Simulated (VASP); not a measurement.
PtS2:

```
Pt S
1.0
     3.55262    0.00000    0.00000
    -1.77631    3.07666    0.00000
     0.00000    0.00000    5.12283
Pt S
1 2
Direct
  0.00000 0.00000 0.00000
  0.33333 0.66667 0.23925
  0.66667 0.33333 0.76075
```

Base run:

```yaml
Program: VASP 6.6.1
Functional: PBE
Potentials_or_basis: VASP PAW PBE potentials, release 64 (Pt, S)
Cutoff: 500 eV
k_mesh: 6 × 6 × 4
Occupations: gaussian, width 0.01 eV
Spin: no spin polarisation
```

Its results: band gap on the k mesh 0.85 eV, indirect (least direct gap 1.42 eV); pressure 3.2 GPa; largest force 0.026 eV/Å.

Task: The run is repeated on the same cell with these changes: functional from PBE to r2SCAN; cutoff from 500 eV to 550 eV. What comes out?

Result: Band gap on the k mesh 0.98 eV, indirect (least direct gap 1.59 eV); pressure 1.3 GPa; largest force 0.048 eV/Å.

r2SCAN gives the wider gap, since meta-GGAs in the generalised Kohn-Sham scheme recover part of the derivative discontinuity.

Caveats: spin-orbit coupling is left out, which moves the levels of the heavy elements; the PAW data sets were made with another functional, which shifts forces and pressure a little (some runs).

A k mesh can miss the band edges.
